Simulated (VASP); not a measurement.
# BP: relaxation of cell and atoms with revPBE

Crystal: BP.

```xyz
2
Lattice="0.0000 2.2690 2.2690 2.2690 0.0000 2.2690 2.2690 2.2690 0.0000" Properties=species:S:1:pos:R:3 pbc="T T T"
P     3.4035    3.4035    3.4035
B     0.0000    0.0000    0.0000
```

```yaml
Program: VASP 6.6.1
Task: relaxation of cell and atoms
Functional: revPBE
Potentials_or_basis: VASP PAW PBE potentials, release 64 (P, B)
Cutoff: 600 eV
k_mesh: 10 × 10 × 10
Occupations: fermi-dirac, width 0.05 eV
Spin: no spin polarisation
Dipole_correction: no
Further_INCAR_settings: ALGO = Normal; EDIFF = 1e-07; IBRION = 2; EDIFFG = -0.02; NSW = 80; ISIF = 3
```

```json
{"Relaxed volume": "11.89 Å³/atom", "Relaxed cell": "a = 3.228 Å, b = 3.228 Å, c = 3.228 Å, α = 60.00°, β = 60.00°, γ = 60.00°", "Space group after relaxing (to 0.1 Å)": "F-43m (No. 216)", "Energy gained by relaxing": "1.8 meV/atom", "Ionic steps": "3", "Pressure after relaxing": "0.0 GPa", "Band gap on the k mesh": "1.27 eV (least direct gap 3.37 eV)"}
```

Step by step:
| step | energy change (eV) | largest force (eV/Å) | pressure (GPa) | volume (Å³) |
| --- | --- | --- | --- | --- |
| 1 | 0.0000 | 0.0000 | 2.88 | 23.36 |
| 2 | -0.0018 | 0.0000 | -1.92 | 24.08 |
| 3 | -0.0037 | 0.0000 | 0.01 | 23.78 |

Final structure:
```cif
data_structure
_symmetry_space_group_name_H-M 'P 1'
_symmetry_Int_Tables_number 1
_cell_length_a 3.2278
_cell_length_b 3.2278
_cell_length_c 3.2278
_cell_angle_alpha 60.000
_cell_angle_beta 60.000
_cell_angle_gamma 60.000
_cell_volume 23.78
loop_
_atom_site_label
_atom_site_type_symbol
_atom_site_fract_x
_atom_site_fract_y
_atom_site_fract_z
_atom_site_occupancy
P1 P 0.75000 0.75000 0.75000 1
B1 B 0.00000 0.00000 0.00000 1
```

Levels at points of the mesh, in eV from the valence-band top:
| k point | band 1 | band 2 | band 3 | band 4 | band 5 | band 6 | band 7 | band 8 |
| --- | --- | --- | --- | --- | --- | --- | --- | --- |
| (0.00, 0.00, 0.00) | -15.32 | 0.00 | 0.00 | 0.00 | 3.37 | 3.37 | 3.37 | 7.14 |
| (0.50, 0.00, 0.00) | -12.06 | -8.92 | -1.74 | -1.74 | 3.68 | 4.69 | 4.69 | 10.14 |
| (0.50, 0.50, 0.00) | -10.54 | -8.52 | -4.06 | -4.06 | 1.36 | 1.71 | 11.99 | 11.99 |

Run time: 27 s on 1 thread of Intel(R) Xeon(R) Platinum 8488C (Sapphire Rapids) (shared host), peak memory 0.15 GiB.

Caveat: the PAW data sets were made with another functional, which shifts forces and pressure a little. revPBE gives volumes clearly too large for solids.
